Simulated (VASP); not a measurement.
Set up this calculation in VASP 6.6.1, as the native input.

```
Task                   : single point
Functional             : PBE
Potentials or basis    : VASP PAW PBE potentials, release 64 (Zr_sv, Pd, S)
Cutoff                 : 520 eV
k mesh                 : 4 × 4 × 4
Occupations            : gaussian, width 0.1 eV
Spin                   : no spin polarisation
Dipole correction      : no
Further INCAR settings : ALGO = Normal; EDIFF = 1e-07; NBANDS = 35
```

The structure of Zr2PdS3 lies in POSCAR:

```
Zr2PdS3
1.0
    3.6427905948      0.0000000000      0.0000000000
    0.0000000000      3.6427905948      0.0000000000
    0.0000000000      0.0000000000      7.7532691215
Zr Pd S
2 1 3
Direct
    0.5000000000      0.0000000000      0.2788656598
    0.0000000000      0.5000000000      0.7211343402
    0.5000000000      0.5000000000      0.0000000000
    0.0000000000      0.0000000000      0.0000000000
    0.5000000000      0.0000000000      0.6286231198
    0.0000000000      0.5000000000      0.3713768802
```

These files were run (other wordings do the same):

INCAR

```
PREC     = Accurate       # precision mode
ENCUT    = 520            # plane-wave cutoff, eV
EDIFF    = 1E-7           # SCF threshold, eV
ISMEAR   = 0              # smearing method
SIGMA    = 0.1            # smearing width, eV
LREAL    = False          # projectors in reciprocal space
LASPH    = True           # aspherical terms in the spheres
NELM     = 60             # most SCF steps
ALGO     = Normal         # electronic algorithm
ISIF     = 2              # what is computed and relaxed
LWAVE    = False          # write WAVECAR
LCHARG   = False          # write CHGCAR
GGA      = PE             # functional
NBANDS   = 35             # bands
```

KPOINTS

```
Automatic mesh
0
Gamma
  4 4 4
```

Potentials or basis: VASP PAW PBE potentials, release 64 (Zr_sv, Pd, S).

Launch:

```sh
$ cat potpaw_PBE.64/Zr_sv/POTCAR potpaw_PBE.64/Pd/POTCAR potpaw_PBE.64/S/POTCAR > POTCAR
$ mpirun -np 1 vasp_std > vasp.out
```

It gave:

```
Pressure               : 0.0 GPa
Band gap on the k mesh : zero (band 26 reaches 10.71 eV, above the bottom of band 27 at 8.25 eV)
```

Caveat: the k points lie up to 0.43 Å⁻¹ apart.

It took 70 s on 1 thread of AMD EPYC 9R45 (Zen 5), on a shared host, peak memory 0.2 GiB.
